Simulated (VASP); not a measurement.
# NbAl2C2 (P6/mmm) in VASP: notebook

Runs on NbAl2C2. Level: PBE. Tasks: single point, relaxation of cell and atoms.

Program: VASP 6.6.1. These are calculated values, not measurements. Logs are shortened: lines on timing, memory, paths and dates and some standing lists are left out, and cuts for length are marked.

### 1 The cell of the first run

The structure is hexagonal, space group P6/mmm (No. 191). Conventional cell: a = 4.397 Å, b = 4.397 Å, c = 5.400 Å, α = 90.00°, β = 90.00°, γ = 120.00°. Al (site symmetry -6m2) has 3 Al at 2.54 Å and 6 C at 2.63 Å within 3.4 Å. Within 2.7 Å of Nb (site symmetry 6/mmm) lie 2 C at 2.02 Å. C (site symmetry 6mm) has 1 C at 1.36 Å within 1.8 Å.

The cell was built from a structure type or drawn by symmetry, and may not be a known phase.

### 2 Single point, PBE, collinear spin

File INCAR:

```
SYSTEM = NbAl2C2
ALGO = Normal
EDIFF = 1E-7
ENCUT = 520
GGA = PE
ISIF = 2
ISMEAR = 0
ISPIN = 2
LASPH = .TRUE.
LCHARG = .FALSE.
LMAXMIX = 4
LORBIT = 11
LREAL = .FALSE.
LWAVE = .FALSE.
MAGMOM = 0 0 1 0 0
NBANDS = 26
NELM = 150
PREC = Accurate
SIGMA = 0.1
```

File KPOINTS:

```
k-points
0
G
  6 6 4
  0 0 0
```

File POSCAR:

```
NbAl2C2
1.0
    4.3970004080      0.0000000000      0.0000000000
   -2.1985002040      3.8079140538      0.0000000000
    0.0000000000      0.0000000000      5.4003181576
Al Nb C
2 1 2
Direct
    0.3333333333      0.6666666667      0.0000000000
    0.6666666667      0.3333333333      0.0000000000
    0.0000000000      0.0000000000      0.5000000000
    0.0000000000      0.0000000000      0.8742439466
    0.0000000000      0.0000000000      0.1257560534
```

Potentials or basis: VASP PAW PBE potentials, release 64 (Al, Nb_sv, C).

Run with:

```bash
> cat potpaw_PBE.64/Al/POTCAR potpaw_PBE.64/Nb_sv/POTCAR potpaw_PBE.64/C/POTCAR > POTCAR
> mpirun -np 1 vasp_std > vasp.out
```

OUTCAR:

```text
SYSTEM = NbAl2C2
   EDIFF = 1E-7
   ENCUT = 520
   GGA = PE
   ISIF = 2
   ISMEAR = 0
   ISPIN = 2
   LASPH = .TRUE.
   LORBIT = 11
   LREAL = .FALSE.
   NELM = 150
   PREC = Accurate

 ion  position               nearest neighbor table
   1  0.333  0.667  0.000-   2 2.54   2 2.54   2 2.54   4 2.63   5 2.63   4 2.63   5 2.63   4 2.63
                             5 2.63
   2  0.667  0.333  0.000-   1 2.54   1 2.54   1 2.54   4 2.63   5 2.63   4 2.63   5 2.63   4 2.63
                             5 2.63
   3  0.000  0.000  0.500-   5 2.02   4 2.02
   4  0.000  0.000  0.874-   5 1.36   3 2.02   1 2.63   2 2.63   2 2.63   1 2.63   2 2.63   1 2.63

   5  0.000  0.000  0.126-   4 1.36   3 2.02   1 2.63   2 2.63   2 2.63   1 2.63   2 2.63   1 2.63

  LATTYP: Found a hexagonal cell.
 ALAT       =     4.3970004080
 C/A-ratio  =     1.2281823190

  Lattice vectors:

 A1 = (   4.3970004080,   0.0000000000,   0.0000000000)
 A2 = (  -2.1985002040,   3.8079140538,   0.0000000000)
 A3 = (   0.0000000000,   0.0000000000,   5.4003181576)

Analysis of symmetry for initial positions (statically):
=====================================================================
 Subroutine PRICEL returns:
 Original cell was already a primitive cell.

 Routine SETGRP: Setting up the symmetry group for a
 hexagonal supercell.

 Subroutine GETGRP returns: Found 24 space group operations
 (whereof 24 operations were pure point group operations)
 out of a pool of 24 trial point group operations.

The static configuration has the point symmetry D_6h.

Analysis of symmetry for dynamics (positions and initial velocities):
=====================================================================
 Subroutine PRICEL returns:
 Original cell was already a primitive cell.

 Routine SETGRP: Setting up the symmetry group for a
 hexagonal supercell.

 Subroutine GETGRP returns: Found 24 space group operations
 (whereof 24 operations were pure point group operations)
 out of a pool of 24 trial point group operations.

The dynamic configuration has the point symmetry D_6h.

Analysis of structural, dynamic, and magnetic symmetry:
=====================================================================
 Subroutine PRICEL returns:
 Original cell was already a primitive cell.

 Routine SETGRP: Setting up the symmetry group for a
 hexagonal supercell.

 Subroutine GETGRP returns: Found 24 space group operations
 (whereof 24 operations were pure point group operations)
 out of a pool of 24 trial point group operations.

The overall configuration has the point symmetry D_6h.

 Subroutine INISYM returns: Found 24 space group operations
 (whereof 24 operations are pure point group operations),
 and found     1 'primitive' translations

----------------------------------------------------------------------------------------

                                     Primitive cell

  volume of cell :      90.4197

  direct lattice vectors                    reciprocal lattice vectors
     4.397000408  0.000000000  0.000000000     0.227427771  0.131305485  0.000000000
    -2.198500204  3.807914054  0.000000000     0.000000000  0.262610969  0.000000000
     0.000000000  0.000000000  5.400318158     0.000000000  0.000000000  0.185174275

  length of vectors
     4.397000408  4.397000408  5.400318158     0.262610969  0.262610969  0.185174275

  position of ions in fractional coordinates (direct lattice)
     0.333333333  0.666666667  0.000000000
     0.666666667  0.333333333  0.000000000
     0.000000000  0.000000000  0.500000000
     0.000000000  0.000000000  0.874243947
     0.000000000  0.000000000  0.125756053

  ion indices of the primitive-cell ions
   primitive index   ion index
                 1           1
                 2           2
                 3           3
                 4           4
                 5           5

----------------------------------------------------------------------------------------

 KPOINTS: k-points

Automatic generation of k-mesh.
 Grid dimensions read from file:
 generate k-points for:    6    6    4

 Generating k-lattice:

  Cartesian coordinates                     Fractional coordinates (reciprocal lattice)
     0.037904628  0.021884247  0.000000000     0.166666667  0.000000000  0.000000000
     0.000000000  0.043768495  0.000000000     0.000000000  0.166666667  0.000000000
     0.000000000  0.000000000  0.046293569     0.000000000  0.000000000  0.250000000

  Length of vectors
     0.043768495  0.043768495  0.046293569

  Shift w.r.t. Gamma in fractional coordinates (k-lattice)
     0.000000000  0.000000000  0.000000000

 Subroutine IBZKPT returns following result:
 ===========================================

 Found     21 irreducible k-points:

 Following reciprocal coordinates:
            Coordinates               Weight
  0.000000  0.000000  0.000000      1.000000
  0.166667  0.000000  0.000000      6.000000
  0.333333  0.000000  0.000000      6.000000
  0.500000  0.000000  0.000000      3.000000
  0.166667  0.166667  0.000000      6.000000
  0.333333  0.166667  0.000000     12.000000
[... 13 lines left out ...]
  0.333333  0.166667  0.500000     12.000000
  0.333333  0.333333  0.500000      2.000000
   k-points           NKPTS =     21   k-points in BZ     NKDIM =     21   number of bands    NBANDS=     26
   number of dos      NEDOS =    301   number of ions     NIONS =      5
   total plane-waves  NPLWV =  51840
   dimension x,y,z NGX =    36 NGY =   36 NGZ =   40
   dimension x,y,z NGXF=    72 NGYF=   72 NGZF=   80
   ions per type =               2   1   2
   NGX,Y,Z   is equivalent  to a cutoff of  13.61, 13.61, 12.31 a.u.
   NGXF,Y,Z  is equivalent  to a cutoff of  27.22, 27.22, 24.63 a.u.
 SYSTEM =  NbAl2C2
   PREC   = accura    normal or accurate (medium, high low for compatibility)
   ISTART =      0    job   : 0-new  1-cont  2-samecut
   ICHARG =      2    charge: 1-file 2-atom 10-const
   ISPIN  =      2    spin polarized calculation?
   LNONCOLLINEAR =      F non collinear calculations
   LSORBIT =      F    spin-orbit coupling
   LASPH  =      T    aspherical Exc in radial PAW
   ENCUT  =  520.0 eV  38.22 Ry    6.18 a.u.   8.18  8.18 10.04*2*pi/ulx,y,z
   NELM   =    150;   NELMIN=  2; NELMDL= -5     # of ELM steps
   EDIFF  = 0.1E-06   stopping-criterion for ELM
   LREAL  =      F    real-space projection
   EDIFFG = 0.1E-05   stopping-criterion for IOM
   NSW    =      0    number of steps for IOM
   IBRION =     -1    ionic relax: 0-MD 1-quasi-New 2-CG
   NFREE  =      0    steps in history (QN), initial steepest desc. (CG)
   ISIF   =      2    stress and relaxation
   ISYM   =      2    0-nonsym 1-usesym 2-fastsym
   POTIM  = 0.5000    time-step for ionic-motion
   TEBEG  =    0.0;   TEEND  =   0.0 temperature during run
   PSTRESS=    0.0 pullay stress
   NELECT =      27.0000    total number of electrons
   NUPDOWN=      -1.0000    fix difference up-down
   EMIN   =  10.00;   EMAX   =-10.00  energy-range for DOS
   EFERMI =   0.00;   METHOD = LEGACY
   ISMEAR =     0;   SIGMA  =   0.10  broadening in eV -4-tet -1-fermi 0-gaus
   EFERMI_NEDOS =   21; number of points for ismear=-14 and -15
   IALGO  =     38    algorithm
   IMIX   =      4    mixing-type and parameters
     AMIX     =   0.40;   BMIX     =  1.00
     AMIX_MAG =   1.60;   BMIX_MAG =  1.00
  volume/ion in A,a.u.               =      18.08       122.04
  Fermi-wavevector in a.u.,A,eV,Ry     =   1.094230  2.067794 16.290775  1.197338
  Thomas-Fermi vector in A             =   2.230530
   LORBIT       =     11    0 simple, 1 ext, 2 COOP (PROOUT), +10 PAW based schemes
   GGA     = PE    functional components
   LHFCALC =     F    Hartree Fock is set to
   AEXX    =    0.0000 exact exchange contribution
   IVDW    =     0    specifies the selected vdW correction
   LEPSILON=     F    determine dielectric tensor
   LRPA    =     F    only Hartree local field effects (RPA)
 spin polarized calculation
 Gauss-broadening in eV      SIGMA  =   0.10
  energy-cutoff  :      520.00
  volume of cell :       90.42
 maximum number of plane-waves:      2480
 NGX is ok and might be reduce to    36
   NGX = 17   NGY = 17   NGZ = 21

 number of electron      27.0000000 magnetization       0.0004665

 number of electron      27.0000000 magnetization      -0.0002025

 Free energy of the ion-electron system (eV)
  ---------------------------------------------------
  ext. energy  EPLUGINS =         0.00000000
  ---------------------------------------------------
  free energy    TOTEN  =       -29.22138913 eV

  energy without entropy =      -29.19750829  energy(sigma->0) =      -29.20944871

 E-fermi :   5.2622     XC(G=0):  -9.6404

 val. band max:        5.2503043888   @ k =   0.1667   0.0000   0.2500
 cond. band min:       5.3059197881   @ k =   0.0000   0.0000   0.5000
 fundamental gap:      0.0556153992
 Fermi energy:         5.2621796649

 spin component 1

 k-point     1 :       0.0000    0.0000    0.0000
  band No.  band energies     occupation
      1     -50.1582      1.00000
      2     -26.3063      1.00000
      3     -26.3063      1.00000
      4     -26.0787      1.00000
      5      -9.9104      1.00000
      6      -1.0663      1.00000
[... 17 lines left out ...]
     24      12.5544      0.00000
     25      13.5418      0.00000

 k-point     2 :       0.1667    0.0000    0.0000
  band No.  band energies     occupation
      1     -50.1581      1.00000
      2     -26.3090      1.00000
      3     -26.3070      1.00000
      4     -26.0783      1.00000
      5      -9.8382      1.00000
      6      -1.5020      1.00000
[... 17 lines left out ...]
     24      13.1475      0.00000
     25      13.8608      0.00000
[... 502 lines left out ...]
     24      12.9555      0.00000
     25      13.1622      0.00000

 k-point    21 :       0.3333    0.3333    0.5000
  band No.  band energies     occupation
      1     -50.1577      1.00000
      2     -26.3138      1.00000
      3     -26.3138      1.00000
      4     -26.0790      1.00000
      5      -9.3800      1.00000
      6      -2.7134      1.00000
[... 17 lines left out ...]
     24      12.9712      0.00000
     25      12.9712      0.00000
 Fermi energy:         5.2621796649

 spin component 2

 k-point     1 :       0.0000    0.0000    0.0000
  band No.  band energies     occupation
      1     -50.1583      1.00000
      2     -26.3064      1.00000
      3     -26.3064      1.00000
      4     -26.0788      1.00000
      5      -9.9104      1.00000
      6      -1.0663      1.00000
[... 17 lines left out ...]
     24      12.5544      0.00000
     25      13.5418      0.00000

 k-point     2 :       0.1667    0.0000    0.0000
  band No.  band energies     occupation
      1     -50.1582      1.00000
      2     -26.3092      1.00000
      3     -26.3072      1.00000
      4     -26.0784      1.00000
      5      -9.8381      1.00000
      6      -1.5020      1.00000
[... 17 lines left out ...]
     24      13.1475      0.00000
     25      13.8607      0.00000
[... 502 lines left out ...]
     24      12.9555      0.00000
     25      13.1621      0.00000

 k-point    21 :       0.3333    0.3333    0.5000
  band No.  band energies     occupation
      1     -50.1578      1.00000
      2     -26.3140      1.00000
      3     -26.3140      1.00000
      4     -26.0790      1.00000
      5      -9.3800      1.00000
      6      -2.7134      1.00000
[... 17 lines left out ...]
     24      12.9711      0.00000
     25      12.9711      0.00000
 [bands above 25 left out]

------------------------ aborting loop because EDIFF is reached ----------------------------------------

  FORCE on cell =-STRESS in cart. coord.  units (eV):
  Direction    XX          YY          ZZ          XY          YZ          ZX
  --------------------------------------------------------------------------------------
  -------------------------------------------------------------------------------------
  Total       -0.0489306     -0.0489306     -0.0426821     -0.0000000      0.0000000      0.0000000
  in kB       -0.8670173     -0.8670173     -0.7562981     -0.0000000      0.0000000      0.0000000
  external PRESSURE =      -0.8301109 kB  Pullay stress =       0.0000000 kB

 VOLUME and BASIS-vectors are now :
 -----------------------------------------------------------------------------
  energy-cutoff  :      520.00
  volume of cell :       90.42
      direct lattice vectors                 reciprocal lattice vectors
     4.397000408  0.000000000  0.000000000     0.227427771  0.131305485  0.000000000
    -2.198500204  3.807914054  0.000000000     0.000000000  0.262610969  0.000000000
     0.000000000  0.000000000  5.400318158     0.000000000  0.000000000  0.185174275

 POSITION                                       TOTAL-FORCE (eV/Angst)
 -----------------------------------------------------------------------------------
     -0.00000      2.53861      0.00000        -0.000000     -0.000000      0.000000
      2.19850      1.26930      0.00000         0.000000      0.000000      0.000000
      0.00000      0.00000      2.70016        -0.000000      0.000000      0.000000
      0.00000      0.00000      4.72120        -0.000000      0.000000     -0.090790
      0.00000      0.00000      0.67912        -0.000000     -0.000000      0.090790
 -----------------------------------------------------------------------------------
    total drift:                                0.000000     -0.000000     -0.000000

  FREE ENERGIE OF THE ION-ELECTRON SYSTEM (eV)
  ---------------------------------------------------
  free  energy   TOTEN  =       -29.2213891342 eV

  energy  without entropy=      -29.1975082944  energy(sigma->0) =      -29.20944871

 total charge

# of ion       s       p       d       tot
------------------------------------------
    1        0.497   0.267   0.000   0.764
    2        0.497   0.267   0.000   0.764
    3        2.147   6.008   2.378  10.533
    4        0.940   1.532   0.000   2.472
    5        0.940   1.532   0.000   2.472
--------------------------------------------------
tot          5.021   9.607   2.378  17.006

 magnetization (x)

# of ion       s       p       d       tot
------------------------------------------
    1        0.000  -0.000   0.000   0.000
    2        0.000  -0.000   0.000   0.000
    3        0.000  -0.000  -0.000  -0.000
    4        0.000   0.000   0.000   0.000
    5        0.000   0.000   0.000   0.000
--------------------------------------------------
tot          0.000   0.000  -0.000  -0.000
```

Wall time 5.5 min (1 thread of AMD EPYC 7R13, shared host); peak memory 0.27 GiB.

Results:

* Free energy: -29.2214 eV
* Pressure: -0.1 GPa
* Largest force: 0.091 eV/Å
* Net moment: 0.00 μB per cell
* Valence electrons inside the program's atomic spheres: Al 0.76; Nb 10.53; C 2.47

Forces in eV/Å, atoms in the order of the input:
```
Al   0.000  0.000  0.000
Al   0.000  0.000  0.000
Nb   0.000  0.000  0.000
C    0.000  0.000 -0.091
C    0.000  0.000  0.091
```

### 3 Relaxation of cell and atoms, PBE

File INCAR:

```
PREC = Accurate
ENCUT = 600
EDIFF = 1E-6
ISMEAR = 0
SIGMA = 0.1
LREAL = False
LASPH = True
NELM = 80
ALGO = Normal
ISIF = 3
LWAVE = False
LCHARG = False
GGA = PE
IBRION = 2
NSW = 100
EDIFFG = -0.01
```

File KPOINTS:

```
Automatic mesh
0
Gamma
  12 12 8
```

POSCAR is that of step 2.

Potentials or basis: VASP PAW PBE potentials, release 64 (Al, Nb_sv, C).

Run with:

```bash
> cat potpaw_PBE.64/Al/POTCAR potpaw_PBE.64/Nb_sv/POTCAR potpaw_PBE.64/C/POTCAR > POTCAR
> mpirun -np 1 vasp_std > vasp.out
```

It took 23 min on 1 thread of AMD EPYC 7R13, shared host; peak memory 0.37 GiB.

It converged, with:

```yaml
Free_energy: -29.1906 eV
Relaxed_volume: 18.04 Å³/atom
Relaxed_cell: a = 4.385 Å, b = 4.385 Å, c = 5.419 Å, α = 90.00°, β = 90.00°, γ = 120.00°
Space_group_after_relaxing_to_0.1_Å: P6/mmm (No. 191)
Energy_gained_by_relaxing: 0.3 meV/atom
Ionic_steps: 7
Pressure_after_relaxing: 0.0 GPa
Largest_force_after_relaxing: 0.004 eV/Å
Band_gap_on_the_k_mesh: zero (an odd number of electrons rules out a gap without spin polarisation)
```

Forces on the atoms (eV/Å):
```
Al   0.000  0.000  0.000
Al   0.000  0.000  0.000
Nb   0.000  0.000  0.000
C    0.000  0.000 -0.004
C    0.000  0.000  0.004
```

Step by step:
```
step  energy change (eV)  largest force (eV/Å)  pressure (GPa)  volume (Å³)
   1              0.0000                0.0319            0.39        90.42
   2              0.0015                0.1596           -0.92        91.00
   3             -0.0011                0.0458           -0.14        90.65
   4             -0.0011                0.1181           -0.07        90.51
   5             -0.0012                0.0382           -0.11        90.58
   6             -0.0014                0.0172           -0.06        90.38
   7             -0.0014                0.0038           -0.01        90.22
```

Final structure:
```
Al Nb C
1.0
     4.38480    0.00000    0.00000
    -2.19240    3.79735    0.00000
     0.00000    0.00000    5.41852
Al Nb C
2 1 2
Direct
  0.33333 0.66667 0.00000
  0.66667 0.33333 0.00000
  0.00000 0.00000 0.50000
  0.00000 0.00000 0.87413
  0.00000 0.00000 0.12587
```

Levels at points of the mesh, in eV from the Fermi level:
| k point | band 10 | band 11 | band 12 | band 13 | band 14 | band 15 | band 16 | band 17 |
| --- | --- | --- | --- | --- | --- | --- | --- | --- |
| (0.00, 0.00, 0.00) | -4.67 | -1.23 | -1.23 | -0.98 | -0.83 | -0.83 | 0.98 | 0.98 |
| (0.50, 0.00, 0.00) | -3.54 | -2.88 | -1.53 | -0.03 | 0.50 | 0.81 | 1.59 | 2.39 |
| (0.00, 0.00, 0.50) | -2.82 | -1.62 | -0.11 | -0.11 | -0.04 | -0.04 | 1.45 | 1.45 |
| (0.50, 0.00, 0.50) | -2.27 | -1.82 | -1.36 | 0.10 | 0.83 | 0.85 | 1.13 | 1.28 |
